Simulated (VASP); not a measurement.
# AlNi (Cmmm) in VASP: notebook

Aim: see how the results for AlNi move with the level of theory and the settings. Levels: PBEsol, LDA, BLYP. Tasks: single point.

Program: VASP 6.6.1. These are calculated values, not measurements. Logs are shortened: lines on timing, memory, paths and dates and some standing lists are left out, and cuts for length are marked.

## 1. The cell of the first run

Symmetry: Cmmm, No. 65, orthorhombic system. Conventional cell: a = 3.877 Å, b = 3.906 Å, c = 3.099 Å, α = 90.00°, β = 90.00°, γ = 90.00°. Al (site symmetry mmm) has 8 Ni at 2.48 to 2.49 Å and 6 Al at 2.75 to 3.10 Å within 3.3 Å. Ni (site symmetry mmm) has 8 Al at 2.48 to 2.49 Å and 6 Ni at 2.75 to 3.10 Å within 3.3 Å.

## 2. Single point, PBEsol, collinear spin, ferromagnetic start

File INCAR:

```
SYSTEM = AlNi
  ALGO = Normal
  EDIFF = 1E-7
  ENCUT = 520
  GGA = PS
  ISIF = 2
  ISMEAR = -1
  ISPIN = 2
  LASPH = .TRUE.
  LCHARG = .TRUE.
  LELF = .TRUE.
  LMAXMIX = 4
  LORBIT = 11
  LREAL = .FALSE.
  LVHAR = .TRUE.
  LWAVE = .FALSE.
  MAGMOM = 0 1.5
  NBANDS = 18
  NELM = 150
  PREC = Accurate
  SIGMA = 0.1
```

File KPOINTS:

```
k-points
0
G
  10 10 9
  0 0 0
```

File POSCAR:

```
AlNi
1.0
    1.9386940000     -1.9531900000      0.0000000000
    1.9386940000      1.9531900000      0.0000000000
    0.0000000000      0.0000000000      3.0994300000
Al Ni
1 1
Direct
    0.0000000000      0.0000000000      0.0000000000
    0.5000000000      0.5000000000      0.5000000000
```

Potentials or basis: VASP PAW PBE potentials, release 64 (Al, Ni).

Started as:

```console
cat potpaw_PBE.64/Al/POTCAR potpaw_PBE.64/Ni/POTCAR > POTCAR
mpirun -np 1 vasp_std > vasp.out
```

OUTCAR:

```text
SYSTEM = AlNi
   EDIFF = 1E-7
   ENCUT = 520
   GGA = PS
   ISIF = 2
   ISMEAR = -1
   ISPIN = 2
   LASPH = .TRUE.
   LORBIT = 11
   LREAL = .FALSE.
   NELM = 150
   PREC = Accurate

 ion  position               nearest neighbor table
   1  0.000  0.000  0.000-   2 2.48   2 2.48   2 2.48   2 2.48   2 2.49   2 2.49   2 2.49   2 2.49

   2  0.500  0.500  0.500-   1 2.48   1 2.48   1 2.48   1 2.48   1 2.49   1 2.49   1 2.49   1 2.49

  LATTYP: Found a base centered orthorhombic cell.
 ALAT       =     3.8773880000
 B/A-ratio  =     1.0074771986
 C/A-ratio  =     0.7993602910

  Lattice vectors:

 A1 = (   1.9386940000,  -1.9531900000,   0.0000000000)
 A2 = (   1.9386940000,   1.9531900000,   0.0000000000)
 A3 = (   0.0000000000,   0.0000000000,   3.0994300000)

Analysis of symmetry for initial positions (statically):
=====================================================================
 Subroutine PRICEL returns:
 Original cell was already a primitive cell.

 Routine SETGRP: Setting up the symmetry group for a
 base centered orthorhombic supercell.

 Subroutine GETGRP returns: Found  8 space group operations
 (whereof  8 operations were pure point group operations)
 out of a pool of  8 trial point group operations.

The static configuration has the point symmetry D_2h.

Analysis of symmetry for dynamics (positions and initial velocities):
=====================================================================
 Subroutine PRICEL returns:
 Original cell was already a primitive cell.

 Routine SETGRP: Setting up the symmetry group for a
 base centered orthorhombic supercell.

 Subroutine GETGRP returns: Found  8 space group operations
 (whereof  8 operations were pure point group operations)
 out of a pool of  8 trial point group operations.

The dynamic configuration has the point symmetry D_2h.

Analysis of structural, dynamic, and magnetic symmetry:
=====================================================================
 Subroutine PRICEL returns:
 Original cell was already a primitive cell.

 Routine SETGRP: Setting up the symmetry group for a
 base centered orthorhombic supercell.

 Subroutine GETGRP returns: Found  8 space group operations
 (whereof  8 operations were pure point group operations)
 out of a pool of  8 trial point group operations.

The overall configuration has the point symmetry D_2h.

 Subroutine INISYM returns: Found  8 space group operations
 (whereof  8 operations are pure point group operations),
 and found     1 'primitive' translations

----------------------------------------------------------------------------------------

                                     Primitive cell

  volume of cell :      23.4728

  direct lattice vectors                    reciprocal lattice vectors
     1.938694000 -1.953190000  0.000000000     0.257905580 -0.255991481  0.000000000
     1.938694000  1.953190000  0.000000000     0.257905580  0.255991481  0.000000000
     0.000000000  0.000000000  3.099430000     0.000000000  0.000000000  0.322639969

  length of vectors
     2.751996657  2.751996657  3.099430000     0.363382617  0.363382617  0.322639969

  position of ions in fractional coordinates (direct lattice)
     0.000000000  0.000000000  0.000000000
     0.500000000  0.500000000  0.500000000

  ion indices of the primitive-cell ions
   primitive index   ion index
                 1           1
                 2           2

----------------------------------------------------------------------------------------

 KPOINTS: k-points

Automatic generation of k-mesh.
 Grid dimensions read from file:
 generate k-points for:   10   10    9

 Generating k-lattice:

  Cartesian coordinates                     Fractional coordinates (reciprocal lattice)
     0.025790558 -0.025599148  0.000000000     0.100000000  0.000000000  0.000000000
     0.025790558  0.025599148  0.000000000     0.000000000  0.100000000  0.000000000
     0.000000000  0.000000000  0.035848885     0.000000000  0.000000000  0.111111111

  Length of vectors
     0.036338262  0.036338262  0.035848885

  Shift w.r.t. Gamma in fractional coordinates (k-lattice)
     0.000000000  0.000000000  0.000000000

 Subroutine IBZKPT returns following result:
 ===========================================

 Found    155 irreducible k-points:

 Following reciprocal coordinates:
            Coordinates               Weight
  0.000000  0.000000  0.000000      1.000000
  0.100000  0.000000  0.000000      4.000000
  0.200000  0.000000  0.000000      4.000000
  0.300000  0.000000  0.000000      4.000000
  0.400000  0.000000  0.000000      4.000000
  0.500000  0.000000  0.000000      2.000000
[... 16 lines left out ...]
  0.300000  0.300000  0.000000      2.000000
  0.400000  0.300000  0.000000      4.000000
 [... further k-points ...]
   k-points           NKPTS =    155   k-points in BZ     NKDIM =    155   number of bands    NBANDS=     18
   number of dos      NEDOS =    301   number of ions     NIONS =      2
   total plane-waves  NPLWV =   9600
   dimension x,y,z NGX =    20 NGY =   20 NGZ =   24
   dimension x,y,z NGXF=    40 NGYF=   40 NGZF=   48
   ions per type =               1   1
   NGX,Y,Z   is equivalent  to a cutoff of  12.08, 12.08, 12.87 a.u.
   NGXF,Y,Z  is equivalent  to a cutoff of  24.16, 24.16, 25.75 a.u.
 SYSTEM =  AlNi
   PREC   = accura    normal or accurate (medium, high low for compatibility)
   ISTART =      0    job   : 0-new  1-cont  2-samecut
   ICHARG =      2    charge: 1-file 2-atom 10-const
   ISPIN  =      2    spin polarized calculation?
   LNONCOLLINEAR =      F non collinear calculations
   LSORBIT =      F    spin-orbit coupling
   LASPH  =      T    aspherical Exc in radial PAW
   ENCUT  =  520.0 eV  38.22 Ry    6.18 a.u.   5.12  5.12  5.76*2*pi/ulx,y,z
   NELM   =    150;   NELMIN=  2; NELMDL= -5     # of ELM steps
   EDIFF  = 0.1E-06   stopping-criterion for ELM
   LREAL  =      F    real-space projection
   EDIFFG = 0.1E-05   stopping-criterion for IOM
   NSW    =      0    number of steps for IOM
   IBRION =     -1    ionic relax: 0-MD 1-quasi-New 2-CG
   NFREE  =      0    steps in history (QN), initial steepest desc. (CG)
   ISIF   =      2    stress and relaxation
   ISYM   =      2    0-nonsym 1-usesym 2-fastsym
   POTIM  = 0.5000    time-step for ionic-motion
   TEBEG  =    0.0;   TEEND  =   0.0 temperature during run
   PSTRESS=    0.0 pullay stress
   NELECT =      13.0000    total number of electrons
   NUPDOWN=      -1.0000    fix difference up-down
   EMIN   =  10.00;   EMAX   =-10.00  energy-range for DOS
   EFERMI =   0.00;   METHOD = LEGACY
   ISMEAR =    -1;   SIGMA  =   0.10  broadening in eV -4-tet -1-fermi 0-gaus
   EFERMI_NEDOS =   21; number of points for ismear=-14 and -15
   IALGO  =     38    algorithm
   IMIX   =      4    mixing-type and parameters
     AMIX     =   0.40;   BMIX     =  1.00
     AMIX_MAG =   1.60;   BMIX_MAG =  1.00
  volume/ion in A,a.u.               =      11.74        79.20
  Fermi-wavevector in a.u.,A,eV,Ry     =   1.344417  2.540580 24.591957  1.807458
  Thomas-Fermi vector in A             =   2.472413
   LORBIT       =     11    0 simple, 1 ext, 2 COOP (PROOUT), +10 PAW based schemes
   GGA     = PS    functional components
   LHFCALC =     F    Hartree Fock is set to
   AEXX    =    0.0000 exact exchange contribution
   IVDW    =     0    specifies the selected vdW correction
   LEPSILON=     F    determine dielectric tensor
   LRPA    =     F    only Hartree local field effects (RPA)
 spin polarized calculation
  energy-cutoff  :      520.00
  volume of cell :       23.47
 maximum number of plane-waves:       646
   NGX = 11   NGY = 11   NGZ = 11

 number of electron      13.0000022 magnetization       0.0000231

 number of electron      13.0000022 magnetization      -0.0000503

 Free energy of the ion-electron system (eV)
  ---------------------------------------------------
  ext. energy  EPLUGINS =         0.00000000
  ---------------------------------------------------
  free energy    TOTEN  =       -11.55736601 eV

  energy without entropy =      -11.52706768  energy(sigma->0) =      -11.54221684

 E-fermi :  10.1540     XC(G=0): -12.2568

 val. band max:       10.1326596449   @ k =   0.0000   0.0000   0.2222
 cond. band min:      10.1787122789   @ k =   0.4000   0.3000   0.1111
 fundamental gap:      0.0460526340
 Fermi energy:        10.1539895346

 spin component 1

 k-point     1 :       0.0000    0.0000    0.0000
  band No.  band energies     occupation
      1      -1.1360      1.00000
      2       6.7117      1.00000
      3       6.8537      1.00000
      4       8.4770      1.00000
      5       8.4967      1.00000
      6       8.7894      1.00000
[... 10 lines left out ...]
     17      33.5627      0.00000
     18      33.5694      0.00000

 k-point     2 :       0.1000    0.0000    0.0000
  band No.  band energies     occupation
      1      -0.9347      1.00000
      2       6.7638      1.00000
      3       6.8714      1.00000
      4       8.3443      1.00000
      5       8.4991      1.00000
      6       8.7113      1.00000
[... 10 lines left out ...]
     17      33.1681      0.00000
     18      33.9448      0.00000

 k-point     3 :       0.2000    0.0000    0.0000
  band No.  band energies     occupation
      1      -0.3370      1.00000
      2       6.7858      1.00000
      3       6.9475      1.00000
      4       8.0238      1.00000
      5       8.5174      1.00000
      6       8.5293      1.00000
[... 412 lines left out ...]
 k-point    23 :       0.3000    0.3000    0.0000
  band No.  band energies     occupation
      1       2.3133      1.00000
      2       6.6354      1.00000
      3       7.2473      1.00000
      4       7.7833      1.00000
      5       7.9724      1.00000
      6       8.0053      1.00000
[... 10 lines left out ...]
     17      32.7777      0.00000
     18      34.9382      0.00000

 k-point    24 :       0.4000    0.3000    0.0000
  band No.  band energies     occupation
      1       3.4865      1.00000
      2       5.9886      1.00000
      3       7.4895      1.00000
      4       7.6488      1.00000
      5       7.9586      1.00000
      6       7.9916      1.00000
[... 10 lines left out ...]
     17      33.2722      0.00000
     18      34.2715      0.00000

 [... further k-points ...]

 spin component 2

 k-point     1 :       0.0000    0.0000    0.0000
  band No.  band energies     occupation
      1      -1.1360      1.00000
      2       6.7117      1.00000
      3       6.8537      1.00000
      4       8.4771      1.00000
      5       8.4968      1.00000
      6       8.7896      1.00000
[... 10 lines left out ...]
     17      33.5627      0.00000
     18      33.5690      0.00000

 k-point     2 :       0.1000    0.0000    0.0000
  band No.  band energies     occupation
      1      -0.9346      1.00000
      2       6.7639      1.00000
      3       6.8714      1.00000
      4       8.3444      1.00000
      5       8.4992      1.00000
      6       8.7114      1.00000
[... 10 lines left out ...]
     17      33.1681      0.00000
     18      33.9447      0.00000

 k-point     3 :       0.2000    0.0000    0.0000
  band No.  band energies     occupation
      1      -0.3370      1.00000
      2       6.7858      1.00000
      3       6.9476      1.00000
      4       8.0239      1.00000
      5       8.5175      1.00000
      6       8.5294      1.00000
[... 412 lines left out ...]
 k-point    23 :       0.3000    0.3000    0.0000
  band No.  band energies     occupation
      1       2.3133      1.00000
      2       6.6354      1.00000
      3       7.2474      1.00000
      4       7.7835      1.00000
      5       7.9725      1.00000
      6       8.0054      1.00000
[... 10 lines left out ...]
     17      32.7777      0.00000
     18      34.9382      0.00000

 k-point    24 :       0.4000    0.3000    0.0000
  band No.  band energies     occupation
      1       3.4865      1.00000
      2       5.9886      1.00000
      3       7.4895      1.00000
      4       7.6489      1.00000
      5       7.9587      1.00000
      6       7.9917      1.00000
[... 10 lines left out ...]
     17      33.2722      0.00000
     18      34.2715      0.00000

 [... further k-points ...]
[... 5 lines left out ...]
  --------------------------------------------------------------------------------------
  -------------------------------------------------------------------------------------
  Total        0.5549033      0.3195679     -0.5958842      0.0000000      0.0000000      0.0000000
  in kB       37.8758439     21.8126366    -40.6730598      0.0000000      0.0000000      0.0000000
  external PRESSURE =       6.3384736 kB  Pullay stress =       0.0000000 kB

 VOLUME and BASIS-vectors are now :
 -----------------------------------------------------------------------------
  energy-cutoff  :      520.00
  volume of cell :       23.47
      direct lattice vectors                 reciprocal lattice vectors
     1.938694000 -1.953190000  0.000000000     0.257905580 -0.255991481  0.000000000
     1.938694000  1.953190000  0.000000000     0.257905580  0.255991481  0.000000000
     0.000000000  0.000000000  3.099430000     0.000000000  0.000000000  0.322639969

 POSITION                                       TOTAL-FORCE (eV/Angst)
 -----------------------------------------------------------------------------------
      0.00000      0.00000      0.00000         0.000000      0.000000      0.000000
      1.93869      0.00000      1.54971         0.000000     -0.000000      0.000000
 -----------------------------------------------------------------------------------
    total drift:                                0.000000      0.000000      0.000000

  FREE ENERGIE OF THE ION-ELECTRON SYSTEM (eV)
  ---------------------------------------------------
  free  energy   TOTEN  =       -11.5573660054 eV

  energy  without entropy=      -11.5270676774  energy(sigma->0) =      -11.54221684

 total charge

# of ion       s       p       d       tot
------------------------------------------
    1        0.387   0.424   0.000   0.811
    2        0.490   0.537   8.479   9.506
--------------------------------------------------
tot          0.877   0.961   8.479  10.316

 magnetization (x)

# of ion       s       p       d       tot
------------------------------------------
    1       -0.000  -0.000   0.000  -0.000
    2        0.000   0.000   0.000   0.000
--------------------------------------------------
tot          0.000   0.000   0.000   0.000
```

Run time: 1.8 min. Hardware: 1 thread of Intel Xeon 8259CL, shared host; peak memory 0.21 GiB.

Results:

```
Free energy                                           : -11.5574 eV
Pressure                                              : 0.6 GPa
Net moment                                            : 0.00 μB per cell
Valence electrons inside the program's atomic spheres : Al 0.81; Ni 9.51
```

Stress tensor (GPa, compression positive):
```
 3.79  0.00  0.00
 0.00  2.18  0.00
 0.00  0.00 -4.07
```

Caveat: the PAW data sets were made with another functional, which shifts forces and pressure a little.

(Part 1 of 2 ends here.)
